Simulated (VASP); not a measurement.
# HfC4 in VASP: further runs

The runs below take HfC4 through single point, with PBE.

All numbers are computed with VASP 6.6.1; they aren't measurements. Logs are shortened: lines on timing, memory, paths and dates and some standing lists are left out, and cuts for length are marked.

### Step 1. The cell of the first run

The typed cell holds 10 atoms: a = 4.217 Å, b = 4.453 Å, c = 5.007 Å, α = 104.77°, β = 90.00°, γ = 90.01°.

### Step 2. Single point, PBE

Contents of INCAR:

```
ALGO     = Normal         # electronic algorithm
EDIFF    = 1E-6           # SCF threshold, eV
ENCUT    = 520            # plane-wave cutoff, eV
GGA      = PE             # functional
ISIF     = 2              # what is computed and relaxed
ISMEAR   = 0              # smearing method
LASPH    = T              # aspherical terms in the spheres
LCHARG   = F              # write CHGCAR
LREAL    = F              # projectors in reciprocal space
LWAVE    = F              # write WAVECAR
NBANDS   = 37             # bands
NELM     = 100            # most SCF steps
PREC     = Accurate       # precision mode
SIGMA    = 0.2            # smearing width, eV
```

Contents of KPOINTS:

```
k-points
0
Gamma
  6 6 4
```

Contents of POSCAR:

```
HfC4
1.0
    4.2166875198     -0.0004528617      0.0049601078
    0.0007170604      4.4169151390     -0.5682134429
   -0.0059354537     -0.6487592374      4.9651432105
Hf C
2 8
Direct
    0.5000115047     -0.0307365025      0.6050321725
   -0.0000121918      1.0307373663      0.0949660430
    0.1763535121      0.5724733213      0.7444801686
    0.3224567825      0.4521082090      0.4671651702
    0.1775416207      0.5478920213      0.2328357953
    0.3236468493      0.4275273968     -0.0444795524
    0.8224685521      0.5478851522      0.2328380993
    0.6763382498      0.4275410921     -0.0444685121
    0.8236628197      0.5724576982      0.7444686618
    0.6775323011      0.4521142452      0.4671619537
```

Potentials or basis: VASP PAW PBE potentials, release 64 (Hf_pv, C).

The run is started by

```
$ cat potpaw_PBE.64/Hf_pv/POTCAR potpaw_PBE.64/C/POTCAR > POTCAR
$ mpirun -np 1 vasp_std > vasp.out
```

OUTCAR:

```text
EDIFF = 1E-6
   ENCUT = 520
   GGA = PE
   ISIF = 2
   ISMEAR = 0
   LASPH = T
   LREAL = F
   NELM = 100
   PREC = Accurate

 ion  position               nearest neighbor table
   1  0.500  0.969  0.605-   4 2.35  10 2.35   8 2.44   6 2.44   3 2.47   9 2.47  10 2.53   4 2.53
                             5 2.66   7 2.66   9 2.93   3 2.93   2 3.19   2 3.19   2 3.38   2 3.38
   2  1.000  0.031  0.095-   5 2.35   7 2.35   9 2.44   3 2.44   6 2.47   8 2.47   7 2.53   5 2.53
                             4 2.66  10 2.66   8 2.93   6 2.93   1 3.19   1 3.19   1 3.38   1 3.38
   3  0.176  0.572  0.744-   9 1.49   4 1.49   6 1.51   2 2.44   1 2.47   1 2.93
   4  0.322  0.452  0.467-   5 1.48   3 1.49  10 1.50   1 2.35   1 2.53   2 2.66
   5  0.178  0.548  0.233-   4 1.48   6 1.49   7 1.50   2 2.35   2 2.53   1 2.66
   6  0.324  0.428  0.956-   8 1.49   5 1.49   3 1.51   1 2.44   2 2.47   2 2.93
   7  0.822  0.548  0.233-  10 1.48   8 1.49   5 1.50   2 2.35   2 2.53   1 2.66
   8  0.676  0.428  0.956-   6 1.49   7 1.49   9 1.51   1 2.44   2 2.47   2 2.93
   9  0.824  0.572  0.744-   3 1.49  10 1.49   8 1.51   2 2.44   1 2.47   1 2.93
  10  0.678  0.452  0.467-   7 1.48   9 1.49   4 1.50   1 2.35   1 2.53   2 2.66

  LATTYP: Found a triclinic cell.
 ALAT       =     4.4533140891
 B/A-ratio  =     1.3003088412
 C/A-ratio  =     0.9468657223
 COS(alpha) =     0.0000778761
 COS(beta)  =     0.0000955910
 COS(gamma) =     0.5485253930

  Lattice vectors:

 A1 = (  -0.0007170604,  -4.4169151390,   0.5682134429)
 A2 = (   0.0052183933,  -3.7681559016,  -4.3969297676)
 A3 = (   4.2166875198,  -0.0004528617,   0.0049601078)

Analysis of symmetry for initial positions (statically):
=====================================================================
 Subroutine PRICEL returns:
 Original cell was already a primitive cell.

 Routine SETGRP: Setting up the symmetry group for a
 triclinic supercell.

 Subroutine GETGRP returns: Found  2 space group operations
 (whereof  1 operations were pure point group operations)
 out of a pool of  2 trial point group operations.

The static configuration has the point symmetry C_1 .
 The point group associated with its full space group is S_2 .

Analysis of symmetry for dynamics (positions and initial velocities):
=====================================================================
 Subroutine PRICEL returns:
 Original cell was already a primitive cell.

 Routine SETGRP: Setting up the symmetry group for a
 triclinic supercell.

 Subroutine GETGRP returns: Found  2 space group operations
 (whereof  1 operations were pure point group operations)
 out of a pool of  2 trial point group operations.

The dynamic configuration has the point symmetry C_1 .
 The point group associated with its full space group is S_2 .

 Subroutine INISYM returns: Found  2 space group operations
 (whereof  1 operations are pure point group operations),
 and found     1 'primitive' translations

----------------------------------------------------------------------------------------

                                     Primitive cell

  volume of cell :      90.9203

  direct lattice vectors                    reciprocal lattice vectors
     4.216687520 -0.000452862  0.004960108     0.237152644 -0.000002064  0.000283228
     0.000717060  4.416915139 -0.568213443    -0.000010662  0.230273038  0.030088094
    -0.005935454 -0.648759237  4.965143210    -0.000238132  0.026352562  0.204847073

  length of vectors
     4.216690461  4.453314089  5.007351683     0.237152813  0.232230415  0.206535318

  position of ions in fractional coordinates (direct lattice)
     0.500011505  0.969263498  0.605032173
     0.999987808  0.030737366  0.094966043
     0.176353512  0.572473321  0.744480169
     0.322456782  0.452108209  0.467165170
     0.177541621  0.547892021  0.232835795
     0.323646849  0.427527397  0.955520448
     0.822468552  0.547885152  0.232838099
     0.676338250  0.427541092  0.955531488
     0.823662820  0.572457698  0.744468662
     0.677532301  0.452114245  0.467161954

  ion indices of the primitive-cell ions
   primitive index   ion index
                 1           1
                 2           2
                 3           3
                 4           4
                 5           5
                 6           6
                 7           7
                 8           8
                 9           9
                10          10

----------------------------------------------------------------------------------------

 KPOINTS: k-points

Automatic generation of k-mesh.
 Grid dimensions read from file:
 generate k-points for:    6    6    4

 Generating k-lattice:

  Cartesian coordinates                     Fractional coordinates (reciprocal lattice)
     0.039525441 -0.000000344  0.000047205     0.166666667  0.000000000 -0.000000000
    -0.000001777  0.038378840  0.005014682    -0.000000000  0.166666667 -0.000000000
    -0.000059533  0.006588141  0.051211768     0.000000000  0.000000000  0.250000000

  Length of vectors
     0.039525469  0.038705069  0.051633830

  Shift w.r.t. Gamma in fractional coordinates (k-lattice)
     0.000000000  0.000000000  0.000000000

 Subroutine IBZKPT returns following result:
 ===========================================

 Found     76 irreducible k-points:

 Following reciprocal coordinates:
            Coordinates               Weight
  0.000000  0.000000  0.000000      1.000000
  0.166667  0.000000  0.000000      2.000000
  0.333333  0.000000  0.000000      2.000000
  0.500000  0.000000  0.000000      1.000000
  0.000000  0.166667  0.000000      2.000000
  0.166667  0.166667  0.000000      2.000000
[... 16 lines left out ...]
  0.333333  0.000000  0.250000      2.000000
  0.500000  0.000000  0.250000      2.000000
 [... further k-points ...]
   k-points           NKPTS =     76   k-points in BZ     NKDIM =     76   number of bands    NBANDS=     37
   number of dos      NEDOS =    301   number of ions     NIONS =     10
   total plane-waves  NPLWV =  46080
   dimension x,y,z NGX =    32 NGY =   36 NGZ =   40
   dimension x,y,z NGXF=    64 NGYF=   72 NGZF=   80
   ions per type =               2   8
   NGX,Y,Z   is equivalent  to a cutoff of  12.62, 13.44, 13.28 a.u.
   NGXF,Y,Z  is equivalent  to a cutoff of  25.23, 26.88, 26.56 a.u.
 SYSTEM =  unknown system
   PREC   = accura    normal or accurate (medium, high low for compatibility)
   ISTART =      0    job   : 0-new  1-cont  2-samecut
   ICHARG =      2    charge: 1-file 2-atom 10-const
   ISPIN  =      1    spin polarized calculation?
   LNONCOLLINEAR =      F non collinear calculations
   LSORBIT =      F    spin-orbit coupling
   LASPH  =      T    aspherical Exc in radial PAW
   ENCUT  =  520.0 eV  38.22 Ry    6.18 a.u.   7.84  8.28  9.31*2*pi/ulx,y,z
   NELM   =    100;   NELMIN=  2; NELMDL= -5     # of ELM steps
   EDIFF  = 0.1E-05   stopping-criterion for ELM
   LREAL  =      F    real-space projection
   EDIFFG = 0.1E-04   stopping-criterion for IOM
   NSW    =      0    number of steps for IOM
   IBRION =     -1    ionic relax: 0-MD 1-quasi-New 2-CG
   NFREE  =      0    steps in history (QN), initial steepest desc. (CG)
   ISIF   =      2    stress and relaxation
   ISYM   =      2    0-nonsym 1-usesym 2-fastsym
   POTIM  = 0.5000    time-step for ionic-motion
   TEBEG  =    0.0;   TEEND  =   0.0 temperature during run
   PSTRESS=    0.0 pullay stress
   NELECT =      52.0000    total number of electrons
   NUPDOWN=      -1.0000    fix difference up-down
   EMIN   =  10.00;   EMAX   =-10.00  energy-range for DOS
   EFERMI =   0.00;   METHOD = LEGACY
   ISMEAR =     0;   SIGMA  =   0.20  broadening in eV -4-tet -1-fermi 0-gaus
   EFERMI_NEDOS =   21; number of points for ismear=-14 and -15
   IALGO  =     38    algorithm
   IMIX   =      4    mixing-type and parameters
     AMIX     =   0.40;   BMIX     =  1.00
     AMIX_MAG =   1.60;   BMIX_MAG =  1.00
  volume/ion in A,a.u.               =       9.09        61.36
  Fermi-wavevector in a.u.,A,eV,Ry     =   1.358905  2.567958 25.124822  1.846622
  Thomas-Fermi vector in A             =   2.485698
   LORBIT       =      0    0 simple, 1 ext, 2 COOP (PROOUT), +10 PAW based schemes
   GGA     = PE    functional components
   LHFCALC =     F    Hartree Fock is set to
   AEXX    =    0.0000 exact exchange contribution
   IVDW    =     0    specifies the selected vdW correction
   LEPSILON=     F    determine dielectric tensor
   LRPA    =     F    only Hartree local field effects (RPA)
 non-spin polarized calculation
 Gauss-broadening in eV      SIGMA  =   0.20
  energy-cutoff  :      520.00
  volume of cell :       90.92
 maximum number of plane-waves:      2465
   NGX = 15   NGY = 17   NGZ = 19

 number of electron      51.9999999 magnetization

 Free energy of the ion-electron system (eV)
  ---------------------------------------------------
  ext. energy  EPLUGINS =         0.00000000
  ---------------------------------------------------
  free energy    TOTEN  =       -92.00292075 eV

  energy without entropy =      -91.96775279  energy(sigma->0) =      -91.98533677

 E-fermi :   7.9639     XC(G=0): -12.1808

 val. band max:        7.9195028049   @ k =  -0.1667   0.1667   0.5000
 cond. band min:       7.9640046740   @ k =   0.0000   0.3333   0.5000
 fundamental gap:      0.0445018691
 Fermi energy:         7.9639383787

 k-point     1 :       0.0000    0.0000    0.0000
  band No.  band energies     occupation
      1     -23.7708      2.00000
      2     -23.7021      2.00000
      3     -23.5622      2.00000
      4     -23.5524      2.00000
      5     -23.3309      2.00000
      6     -23.2157      2.00000
[... 29 lines left out ...]
     36      13.1988      0.00000
     37      13.8036      0.00000

 k-point     2 :       0.1667    0.0000    0.0000
  band No.  band energies     occupation
      1     -23.7657      2.00000
      2     -23.7055      2.00000
      3     -23.5536      2.00000
      4     -23.5334      2.00000
      5     -23.3494      2.00000
      6     -23.2370      2.00000
[... 29 lines left out ...]
     36      13.3197      0.00000
     37      13.8099      0.00000

 k-point     3 :       0.3333    0.0000    0.0000
  band No.  band energies     occupation
      1     -23.7517      2.00000
      2     -23.7163      2.00000
      3     -23.5273      2.00000
      4     -23.4885      2.00000
      5     -23.3875      2.00000
      6     -23.2943      2.00000
[... 29 lines left out ...]
     36      13.5500      0.00000
     37      13.9244      0.00000

 k-point     4 :       0.5000    0.0000    0.0000
  band No.  band energies     occupation
      1     -23.7334      2.00000
      2     -23.7332      2.00000
      3     -23.4886      2.00000
      4     -23.4885      2.00000
      5     -23.3663      2.00000
      6     -23.3662      2.00000
[... 29 lines left out ...]
     36      13.5413      0.00000
     37      14.0570      0.00000
[... 683 lines left out ...]
      1     -23.7597      2.00000
      2     -23.7125      2.00000
      3     -23.5690      2.00000
      4     -23.4670      2.00000
      5     -23.3894      2.00000
      6     -23.2524      2.00000
[... 29 lines left out ...]
     36      13.5278      0.00000
     37      13.7083      0.00000

 k-point    23 :       0.3333    0.0000    0.2500
  band No.  band energies     occupation
      1     -23.7483      2.00000
      2     -23.7213      2.00000
      3     -23.5835      2.00000
      4     -23.5024      2.00000
      5     -23.3548      2.00000
      6     -23.2559      2.00000
[... 29 lines left out ...]
     36      13.5498      0.00000
     37      13.9009      0.00000

 k-point    24 :       0.5000    0.0000    0.2500
  band No.  band energies     occupation
      1     -23.7342      2.00000
      2     -23.7341      2.00000
      3     -23.5590      2.00000
      4     -23.5590      2.00000
      5     -23.2939      2.00000
      6     -23.2939      2.00000
[... 29 lines left out ...]
     36      13.6577      0.00000
     37      13.8105      0.00000

 [... further k-points ...]
[... 5 lines left out ...]
  --------------------------------------------------------------------------------------
  -------------------------------------------------------------------------------------
  Total        0.0456197     -0.8411656      0.0817900      0.0047762     -0.1717542      0.0017332
  in kB        0.8039008    -14.8228376      1.4412849      0.0841656     -3.0266160      0.0305421
  external PRESSURE =      -4.1925506 kB  Pullay stress =       0.0000000 kB

 VOLUME and BASIS-vectors are now :
 -----------------------------------------------------------------------------
  energy-cutoff  :      520.00
  volume of cell :       90.92
      direct lattice vectors                 reciprocal lattice vectors
     4.216687520 -0.000452862  0.004960108     0.237152644 -0.000002064  0.000283228
     0.000717060  4.416915139 -0.568213443    -0.000010662  0.230273038  0.030088094
    -0.005935454 -0.648759237  4.965143210    -0.000238132  0.026352562  0.204847073

 POSITION                                       TOTAL-FORCE (eV/Angst)
 -----------------------------------------------------------------------------------
      2.10550      3.88841      2.45580        -0.000384     -0.031460      0.017553
      4.21609      0.07370      0.45901         0.000384      0.031460     -0.017553
      0.73962      2.04550      3.37204         0.009970      0.046816      0.003829
      1.35725      1.69370      2.06425         0.002786     -0.013331     -0.010244
      0.74765      2.26886      0.84562        -0.002786      0.013331      0.010244
      1.35935      1.26830      4.50297        -0.009970     -0.046816     -0.003829
      3.46710      2.26853      0.84884         0.003174      0.013630      0.009768
      2.84654      1.26820      4.50477         0.010059     -0.047146     -0.005191
      3.46912      2.04514      3.37520        -0.010059      0.047146      0.005191
      2.85449      1.69357      2.06599        -0.003174     -0.013630     -0.009768
 -----------------------------------------------------------------------------------
    total drift:                               -0.003431      0.009452     -0.009235

  FREE ENERGIE OF THE ION-ELECTRON SYSTEM (eV)
  ---------------------------------------------------
  free  energy   TOTEN  =       -92.0029207452 eV

  energy  without entropy=      -91.9677527949  energy(sigma->0) =      -91.98533677
```

It took 2 min on 1 thread of Intel Xeon 6975P-C (Granite Rapids), shared host; peak memory 0.33 GiB.

Results:

| Item | Value |
| --- | --- |
| Free energy | -92.0029 eV |
| Pressure | -0.4 GPa |
| Largest force | 0.048 eV/Å |
| Band gap on the k mesh | zero (band 26 reaches 8.45 eV, above the bottom of band 27 at 7.60 eV) |

Forces on the atoms (eV/Å):
```
Hf   0.000 -0.031  0.018
Hf   0.000  0.031 -0.018
C    0.010  0.047  0.004
C    0.003 -0.013 -0.010
C   -0.003  0.013  0.010
C   -0.010 -0.047 -0.004
C    0.003  0.014  0.010
C    0.010 -0.047 -0.005
C   -0.010  0.047  0.005
C   -0.003 -0.014 -0.010
```

Levels at points of the mesh, in eV from the Fermi level:
| k point | band 22 | band 23 | band 24 | band 25 | band 26 | band 27 | band 28 | band 29 | band 30 | band 31 |
| --- | --- | --- | --- | --- | --- | --- | --- | --- | --- | --- |
| (0.00, 0.00, 0.00) | -3.86 | -3.67 | -2.93 | -1.31 | -0.35 | 1.31 | 1.90 | 2.76 | 3.36 | 3.48 |
| (0.50, 0.00, 0.00) | -4.52 | -2.85 | -2.85 | -2.32 | -2.32 | 1.70 | 1.70 | 2.33 | 2.33 | 3.18 |
| (0.00, 0.50, 0.00) | -3.44 | -3.38 | -1.89 | -1.27 | -0.60 | -0.34 | 1.37 | 2.14 | 2.15 | 2.90 |
| (0.50, 0.50, 0.00) | -4.24 | -3.22 | -3.22 | -0.65 | -0.65 | 1.10 | 1.10 | 2.21 | 2.21 | 3.04 |
| (0.00, 0.00, 0.50) | -4.26 | -3.54 | -3.08 | -0.86 | -0.34 | 0.30 | 0.44 | 1.82 | 2.40 | 3.29 |
| (0.50, 0.00, 0.50) | -5.51 | -3.03 | -3.03 | -0.67 | -0.67 | 2.20 | 2.20 | 2.82 | 2.82 | 3.26 |
| (0.00, 0.50, 0.50) | -4.13 | -3.38 | -2.44 | -0.80 | 0.07 | 0.43 | 1.19 | 1.91 | 2.15 | 2.79 |
| (0.50, 0.50, 0.50) | -5.54 | -2.06 | -2.06 | -0.76 | -0.76 | 1.61 | 1.61 | 2.17 | 2.17 | 2.82 |

Caveat: spin-orbit coupling is left out, which moves the levels of the heavy elements.

### Step 3. Single point, PBE

Contents of INCAR:

```
PREC     = Accurate       # precision mode
ENCUT    = 520            # plane-wave cutoff, eV
EDIFF    = 1E-7           # SCF threshold, eV
ISMEAR   = 0              # smearing method
SIGMA    = 0.2            # smearing width, eV
LREAL    = F              # projectors in reciprocal space
LASPH    = T              # aspherical terms in the spheres
NELM     = 80             # most SCF steps
ALGO     = Normal         # electronic algorithm
ISIF     = 2              # what is computed and relaxed
LWAVE    = F              # write WAVECAR
LCHARG   = F              # write CHGCAR
GGA      = PE             # functional
NBANDS   = 37             # bands
```

Contents of KPOINTS:

```
Automatic mesh
0
Gamma
  6 6 4
```

Contents of POSCAR:

```
HfC4
1.0
   -0.0019254459     -4.2161044671     -0.0005599215
   -4.4543641470     -0.0020550968      0.0024487344
    1.2799015765      0.0000252455     -4.8424827461
Hf C
2 8
Direct
    0.7500190031      0.0309663521      0.7449177247
    0.2499926710      0.9690364993      0.2550996005
    0.4264269893      0.4275404889      0.6055112303
    0.5723849373      0.5481079705      0.8829749295
    0.4276097131      0.4518890523      0.1170262513
    0.5735702304      0.5724585763      0.3944905234
    0.0725121763      0.4520134908      0.1170338181
    0.9263093557      0.5724004117      0.3944438980
    0.0736878926      0.4275975993      0.6055447180
    0.9274870313      0.5479895590      0.8829573061
```

Potentials or basis: VASP PAW PBE potentials, release 64 (Hf_pv, C).

The run is started by

```
$ cat potpaw_PBE.64/Hf_pv/POTCAR potpaw_PBE.64/C/POTCAR > POTCAR
$ mpirun -np 1 vasp_std > vasp.out
```

Run time: 2.4 min. Hardware: 1 thread of Intel Xeon 6975P-C (Granite Rapids), shared host; peak memory 0.33 GiB.

It converged, with:

```yaml
Free_energy: -92.0031 eV
Pressure: -0.5 GPa
Largest_force: 0.047 eV/Å
Band_gap_on_the_k_mesh: zero (band 26 reaches 8.45 eV, above the bottom of band 27 at 7.60 eV)
```

Forces on the atoms (eV/Å):
```
Hf  -0.026  0.000  0.011
Hf   0.026  0.000 -0.010
C    0.042 -0.012  0.017
C   -0.015 -0.001 -0.001
C    0.015  0.000  0.001
C   -0.042  0.012 -0.017
C    0.016  0.000  0.002
C   -0.042 -0.011 -0.017
C    0.042  0.012  0.017
C   -0.016  0.000 -0.002
```

Stress tensor (GPa, compression positive):
```
-1.46 -0.08 -0.37
-0.08  0.13 -0.02
-0.37 -0.02 -0.10
```

Levels at points of the mesh, in eV from the Fermi level:
| k point | band 24 | band 25 | band 26 | band 27 | band 28 | band 29 |
| --- | --- | --- | --- | --- | --- | --- |
| (0.00, 0.00, 0.00) | -2.93 | -1.31 | -0.35 | 1.31 | 1.90 | 2.77 |
| (0.50, 0.00, 0.00) | -2.85 | -2.32 | -2.32 | 1.71 | 1.71 | 2.33 |
| (0.00, 0.50, 0.00) | -1.88 | -1.26 | -0.60 | -0.35 | 1.38 | 2.13 |
| (0.50, 0.50, 0.00) | -3.22 | -0.66 | -0.65 | 1.10 | 1.10 | 2.21 |
| (0.00, 0.00, 0.50) | -3.08 | -0.87 | -0.35 | 0.30 | 0.44 | 1.83 |
| (0.50, 0.00, 0.50) | -3.03 | -0.68 | -0.67 | 2.20 | 2.20 | 2.82 |
| (0.00, 0.50, 0.50) | -2.44 | -0.79 | 0.07 | 0.43 | 1.19 | 1.91 |
| (0.50, 0.50, 0.50) | -2.05 | -0.76 | -0.76 | 1.60 | 1.61 | 2.17 |

Caveat: spin-orbit coupling is left out, which moves the levels of the heavy elements.
